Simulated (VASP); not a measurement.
# Ga (Pm-3m) in VASP: single point with PBE

Aim: the single point of Ga with PBE.

Everything below comes from runs of VASP 6.6.1. Logs are shortened: lines on timing, memory, paths and dates and some standing lists are left out, and cuts for length are marked.

**1. The cell of the first run**

The structure is cubic, space group Pm-3m (No. 221). The conventional cell has a = 2.722 Å, b = 2.722 Å, c = 2.722 Å, α = 90.00°, β = 90.00°, γ = 90.00°. Within 3.6 Å of Ga (site symmetry m-3m) lie 6 Ga at 2.72 Å.

This isn't the form of Ga at room conditions, which is orthorhombic.

**2. Single point, PBE, non-collinear spin, zero start, spin-orbit coupling**

INCAR

```
SYSTEM = Ga
ALGO = Normal
EDIFF = 1E-7
ENCUT = 520
GGA = PE
GGA_COMPAT = .FALSE.
ISIF = 2
ISMEAR = -1
LASPH = .TRUE.
LCHARG = .FALSE.
LNONCOLLINEAR = .TRUE.
LORBIT = 11
LORBMOM = .TRUE.
LREAL = .FALSE.
LSORBIT = .TRUE.
LWAVE = .FALSE.
MAGMOM = 0 0 0
NBANDS = 24
NELM = 150
PREC = Accurate
SIGMA = 0.05
```

KPOINTS

```
k-points
0
G
  15 15 15
  0 0 0
```

POSCAR

```
Ga
1.0
    2.7222629394      0.0000000000      0.0000000000
    0.0000000000      2.7222629394      0.0000000000
    0.0000000000      0.0000000000      2.7222629394
Ga
1
Direct
    0.0000000000      0.0000000000      0.0000000000
```

Potentials or basis: VASP PAW PBE potentials, release 64 (Ga_d).

The run is started by

```console
$ cat potpaw_PBE.64/Ga_d/POTCAR > POTCAR
$ mpirun -np 1 vasp_ncl > vasp.out
```

OUTCAR:

```text
SYSTEM = Ga
   EDIFF = 1E-7
   ENCUT = 520
   GGA = PE
   ISIF = 2
   ISMEAR = -1
   LASPH = .TRUE.
   LNONCOLLINEAR = .TRUE.
   LORBIT = 11
   LREAL = .FALSE.
   LSORBIT = .TRUE.
   NELM = 150
   PREC = Accurate

 ion  position               nearest neighbor table
   1  0.000  0.000  0.000-

  LATTYP: Found a simple cubic cell.
 ALAT       =     2.7222629394

  Lattice vectors:

 A1 = (   2.7222629394,   0.0000000000,   0.0000000000)
 A2 = (   0.0000000000,   2.7222629394,   0.0000000000)
 A3 = (   0.0000000000,   0.0000000000,   2.7222629394)

Analysis of symmetry for initial positions (statically):
=====================================================================
 Subroutine PRICEL returns:
 Original cell was already a primitive cell.

 Routine SETGRP: Setting up the symmetry group for a
 simple cubic supercell.

 Subroutine GETGRP returns: Found 48 space group operations
 (whereof 48 operations were pure point group operations)
 out of a pool of 48 trial point group operations.

The static configuration has the point symmetry O_h .

Analysis of symmetry for dynamics (positions and initial velocities):
=====================================================================
 Subroutine PRICEL returns:
 Original cell was already a primitive cell.

 Routine SETGRP: Setting up the symmetry group for a
 simple cubic supercell.

 Subroutine GETGRP returns: Found 48 space group operations
 (whereof 48 operations were pure point group operations)
 out of a pool of 48 trial point group operations.

The dynamic configuration has the point symmetry O_h .

Analysis of structural, dynamic, and magnetic symmetry:
=====================================================================
 Subroutine PRICEL returns:
 Original cell was already a primitive cell.

 Routine SETGRP: Setting up the symmetry group for a
 simple cubic supercell.

 Subroutine GETGRP returns: Found 48 space group operations
 (whereof 48 operations were pure point group operations)
 out of a pool of 48 trial point group operations.

The overall configuration has the point symmetry O_h .

 Subroutine INISYM returns: Found 48 space group operations
 (whereof 48 operations are pure point group operations),
 and found     1 'primitive' translations

----------------------------------------------------------------------------------------

                                     Primitive cell

  volume of cell :      20.1739

  direct lattice vectors                    reciprocal lattice vectors
     2.722262939  0.000000000  0.000000000     0.367341444  0.000000000  0.000000000
     0.000000000  2.722262939  0.000000000     0.000000000  0.367341444  0.000000000
     0.000000000  0.000000000  2.722262939     0.000000000  0.000000000  0.367341444

  length of vectors
     2.722262939  2.722262939  2.722262939     0.367341444  0.367341444  0.367341444

  position of ions in fractional coordinates (direct lattice)
     0.000000000  0.000000000  0.000000000

  ion indices of the primitive-cell ions
   primitive index   ion index
                 1           1

----------------------------------------------------------------------------------------

 KPOINTS: k-points

Automatic generation of k-mesh.
 Grid dimensions read from file:
 generate k-points for:   15   15   15

 Generating k-lattice:

  Cartesian coordinates                     Fractional coordinates (reciprocal lattice)
     0.024489430  0.000000000  0.000000000     0.066666667  0.000000000  0.000000000
     0.000000000  0.024489430  0.000000000     0.000000000  0.066666667  0.000000000
     0.000000000  0.000000000  0.024489430     0.000000000  0.000000000  0.066666667

  Length of vectors
     0.024489430  0.024489430  0.024489430

  Shift w.r.t. Gamma in fractional coordinates (k-lattice)
     0.000000000  0.000000000  0.000000000

 Subroutine IBZKPT returns following result:
 ===========================================

 Found    120 irreducible k-points:

 Following reciprocal coordinates:
            Coordinates               Weight
  0.000000  0.000000  0.000000      1.000000
  0.066667  0.000000  0.000000      6.000000
  0.133333  0.000000  0.000000      6.000000
  0.200000  0.000000  0.000000      6.000000
  0.266667  0.000000  0.000000      6.000000
  0.333333  0.000000  0.000000      6.000000
[... 16 lines left out ...]
  0.266667  0.200000  0.000000     24.000000
  0.333333  0.200000  0.000000     24.000000
 [... further k-points ...]
   k-points           NKPTS =    120   k-points in BZ     NKDIM =    120   number of bands    NBANDS=     24
   number of dos      NEDOS =    301   number of ions     NIONS =      1
   total plane-waves  NPLWV =   8000
   dimension x,y,z NGX =    20 NGY =   20 NGZ =   20
   dimension x,y,z NGXF=    40 NGYF=   40 NGZF=   40
   ions per type =               1
   NGX,Y,Z   is equivalent  to a cutoff of  12.21, 12.21, 12.21 a.u.
   NGXF,Y,Z  is equivalent  to a cutoff of  24.43, 24.43, 24.43 a.u.
 SYSTEM =  Ga
   PREC   = accura    normal or accurate (medium, high low for compatibility)
   ISTART =      0    job   : 0-new  1-cont  2-samecut
   ICHARG =      2    charge: 1-file 2-atom 10-const
   ISPIN  =      1    spin polarized calculation?
   LNONCOLLINEAR =      T non collinear calculations
   LSORBIT =      T    spin-orbit coupling
   LASPH  =      T    aspherical Exc in radial PAW
   ENCUT  =  520.0 eV  38.22 Ry    6.18 a.u.   5.06  5.06  5.06*2*pi/ulx,y,z
   NELM   =    150;   NELMIN=  2; NELMDL= -5     # of ELM steps
   EDIFF  = 0.1E-06   stopping-criterion for ELM
   LREAL  =      F    real-space projection
   EDIFFG = 0.1E-05   stopping-criterion for IOM
   NSW    =      0    number of steps for IOM
   IBRION =     -1    ionic relax: 0-MD 1-quasi-New 2-CG
   NFREE  =      0    steps in history (QN), initial steepest desc. (CG)
   ISIF   =      2    stress and relaxation
   ISYM   =      2    0-nonsym 1-usesym 2-fastsym
   POTIM  = 0.5000    time-step for ionic-motion
   TEBEG  =    0.0;   TEEND  =   0.0 temperature during run
   PSTRESS=    0.0 pullay stress
   NELECT =      13.0000    total number of electrons
   NUPDOWN=      -1.0000    fix difference up-down
   EMIN   =  10.00;   EMAX   =-10.00  energy-range for DOS
   EFERMI =   0.00;   METHOD = LEGACY
   ISMEAR =    -1;   SIGMA  =   0.05  broadening in eV -4-tet -1-fermi 0-gaus
   EFERMI_NEDOS =   21; number of points for ismear=-14 and -15
   IALGO  =     38    algorithm
   IMIX   =      4    mixing-type and parameters
     AMIX     =   0.40;   BMIX     =  1.00
     AMIX_MAG =   1.60;   BMIX_MAG =  1.00
  volume/ion in A,a.u.               =      20.17       136.14
  Fermi-wavevector in a.u.,A,eV,Ry     =   1.414032  2.672133 27.204662  1.999486
  Thomas-Fermi vector in A             =   2.535616
   LORBIT       =     11    0 simple, 1 ext, 2 COOP (PROOUT), +10 PAW based schemes
   GGA     = PE    functional components
   LHFCALC =     F    Hartree Fock is set to
   AEXX    =    0.0000 exact exchange contribution
   IVDW    =     0    specifies the selected vdW correction
   LEPSILON=     F    determine dielectric tensor
   LRPA    =     F    only Hartree local field effects (RPA)
  energy-cutoff  :      520.00
  volume of cell :       20.17
 maximum number of plane-waves:      1108
   NGX = 11   NGY = 11   NGZ = 11

 number of electron      13.0000000 magnetization       0.0000000      0.0000000      0.0000000

 number of electron      13.0000027 magnetization      -0.0000000     -0.0000000      0.0000000

 number of electron      13.0000027 magnetization       0.0000000      0.0000000     -0.0000000

 Free energy of the ion-electron system (eV)
  ---------------------------------------------------
  ext. energy  EPLUGINS =         0.00000000
  ---------------------------------------------------
  free energy    TOTEN  =        -2.83219649 eV

  energy without entropy =       -2.82803999  energy(sigma->0) =       -2.83011824

 E-fermi :   4.6334     XC(G=0): -10.6047

 val. band max:        4.6258155699   @ k =   0.4000   0.4000   0.0667
 cond. band min:       4.6993778649   @ k =   0.3333   0.2000   0.0667
 fundamental gap:      0.0735622950
 Fermi energy:         4.6333656932

 k-point     1 :       0.0000    0.0000    0.0000
  band No.  band energies     occupation
      1     -10.4912      1.00000
      2     -10.4912      1.00000
      3     -10.4912      1.00000
      4     -10.4912      1.00000
      5      -9.8837      1.00000
      6      -9.8837      1.00000
[... 16 lines left out ...]
     23      18.9743      0.00000
     24      18.9743      0.00000

 k-point     2 :       0.0667    0.0000    0.0000
  band No.  band energies     occupation
      1     -10.4901      1.00000
      2     -10.4901      1.00000
      3     -10.4798      1.00000
      4     -10.4798      1.00000
      5      -9.8862      1.00000
      6      -9.8862      1.00000
[... 16 lines left out ...]
     23      19.5868      0.00000
     24      19.5868      0.00000

 k-point     3 :       0.1333    0.0000    0.0000
  band No.  band energies     occupation
      1     -10.4869      1.00000
      2     -10.4869      1.00000
      3     -10.4492      1.00000
      4     -10.4492      1.00000
      5      -9.8921      1.00000
      6      -9.8921      1.00000
[... 16 lines left out ...]
     23      21.7141      0.00000
     24      21.7141      0.00000
[... 514 lines left out ...]
 k-point    23 :       0.2667    0.2000    0.0000
  band No.  band energies     occupation
      1     -10.4309      1.00000
      2     -10.4309      1.00000
      3     -10.3413      1.00000
      4     -10.3413      1.00000
      5      -9.9136      1.00000
      6      -9.9136      1.00000
[... 16 lines left out ...]
     23      25.8535      0.00000
     24      25.8535      0.00000

 k-point    24 :       0.3333    0.2000    0.0000
  band No.  band energies     occupation
      1     -10.4251      1.00000
      2     -10.4251      1.00000
      3     -10.3262      1.00000
      4     -10.3262      1.00000
      5      -9.9235      1.00000
      6      -9.9235      1.00000
[... 16 lines left out ...]
     23      25.5362      0.00000
     24      25.5416      0.00000

 [... further k-points ...]

------------------------ aborting loop because EDIFF is reached ----------------------------------------

  FORCE on cell =-STRESS in cart. coord.  units (eV):
  Direction    XX          YY          ZZ          XY          YZ          ZX
  --------------------------------------------------------------------------------------
  -------------------------------------------------------------------------------------
  Total        0.0059821      0.0059821      0.0059821      0.0000000     -0.0000000      0.0000000
  in kB        0.4750883      0.4750883      0.4750883      0.0000000     -0.0000000      0.0000000
  external PRESSURE =       0.4750883 kB  Pullay stress =       0.0000000 kB

 VOLUME and BASIS-vectors are now :
 -----------------------------------------------------------------------------
  energy-cutoff  :      520.00
  volume of cell :       20.17
      direct lattice vectors                 reciprocal lattice vectors
     2.722262939  0.000000000  0.000000000     0.367341444  0.000000000  0.000000000
     0.000000000  2.722262939  0.000000000     0.000000000  0.367341444  0.000000000
     0.000000000  0.000000000  2.722262939     0.000000000  0.000000000  0.367341444

 POSITION                                       TOTAL-FORCE (eV/Angst)
 -----------------------------------------------------------------------------------
      0.00000      0.00000      0.00000         0.000000      0.000000      0.000000
 -----------------------------------------------------------------------------------
    total drift:                                0.000000      0.000000      0.000000

  FREE ENERGIE OF THE ION-ELECTRON SYSTEM (eV)
  ---------------------------------------------------
  free  energy   TOTEN  =        -2.8321964869 eV

  energy  without entropy=       -2.8280399931  energy(sigma->0) =       -2.83011824

 orbital moment (x)

 # of ion     p       d       tot
 ----------------------------------------
  1         0.000  -0.000  -0.000
 ----------------------------------------
            0.000  -0.000  -0.000

 orbital moment (y)

 # of ion     p       d       tot
 ----------------------------------------
  1         0.000  -0.000  -0.000
 ----------------------------------------
            0.000  -0.000  -0.000

 orbital moment (z)

 # of ion     p       d       tot
 ----------------------------------------
  1         0.000  -0.000  -0.000
 ----------------------------------------
            0.000  -0.000  -0.000

 Spin-Orbit-Coupling matrix elements

 Ion:    1  E_soc:     -0.0112023
 l=   1
     0.0000000    -0.0010286    -0.0010286
    -0.0010286     0.0000000    -0.0010286
    -0.0010286    -0.0010286     0.0000000
 l=   2
     0.0000000    -0.0001680     0.0000000    -0.0001680    -0.0006705
    -0.0001680     0.0000000    -0.0005029    -0.0001680    -0.0001676
     0.0000000    -0.0005029     0.0000000    -0.0005029     0.0000000
    -0.0001680    -0.0001680    -0.0005029     0.0000000    -0.0001676
    -0.0006705    -0.0001676     0.0000000    -0.0001676     0.0000000
 l=   3
     0.0000000     0.0000000     0.0000000     0.0000000     0.0000000     0.0000000     0.0000000
     0.0000000     0.0000000     0.0000000     0.0000000     0.0000000     0.0000000     0.0000000
     0.0000000     0.0000000     0.0000000     0.0000000     0.0000000     0.0000000     0.0000000
     0.0000000     0.0000000     0.0000000     0.0000000     0.0000000     0.0000000     0.0000000
     0.0000000     0.0000000     0.0000000     0.0000000     0.0000000     0.0000000     0.0000000
     0.0000000     0.0000000     0.0000000     0.0000000     0.0000000     0.0000000     0.0000000
     0.0000000     0.0000000     0.0000000     0.0000000     0.0000000     0.0000000     0.0000000

 total charge

# of ion       s       p       d       tot
------------------------------------------
    1        1.011   0.602   9.947  11.560

 magnetization (x)

# of ion       s       p       d       tot
------------------------------------------
    1        0.000   0.000  -0.000   0.000

 magnetization (y)

# of ion       s       p       d       tot
------------------------------------------
    1        0.000   0.000  -0.000   0.000

 magnetization (z)

# of ion       s       p       d       tot
------------------------------------------
    1       -0.000   0.000  -0.000  -0.000
```

Wall time 74 s (1 thread of Intel Xeon 6975P-C (Granite Rapids), shared host); peak memory 0.21 GiB.

Results:

```
Free energy                                           : -2.8322 eV
Pressure                                              : 0.0 GPa
Net moment                                            : 0.00 μB per cell
Valence electrons inside the program's atomic spheres : Ga 11.56
```

Moments on the atoms (μB; x, y, z):
```
Ga  0.00 0.00 0.00
```
